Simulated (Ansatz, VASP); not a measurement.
# Two plane-wave programs on TaN

```
CELL_PARAMETERS angstrom
2.92021 0.00000 0.00000
-1.46011 2.52898 0.00000
0.00000 0.00000 2.87078
ATOMIC_POSITIONS crystal
Ta 0.00000 0.00000 0.50000
N 0.66667 0.33333 0.00000
```

Change from the starting cell: volume scaled by 0.98, PAW files.

Alike in both runs: task electric field gradients; functional r2SCAN; k mesh 13 × 13 × 11; occupations fermi-dirac, width 0.05 eV; no spin polarisation.

|  | VASP | Ansatz |
| --- | --- | --- |
| version | VASP 6.6.1 | Ansatz 0.2.0 |
| potentials or method | VASP PAW PBE potentials, release 64 (Ta_sv_GW, N) | PAW with Ansatz's default frozen-core files, scalar-relativistic |
| plane-wave cutoff (eV) | 580 | 500 |
| valence electrons in the cell | 18 | 18 |

|  | VASP | Ansatz | Ansatz less VASP |
| --- | --- | --- | --- |
| size of Vzz on the site where it differs most (V/Å²) | 21.2 | 40.7 | +19.58 |

VASP's potentials were made for PBE, not for r2SCAN.

Neither program's run includes spin-orbit coupling.
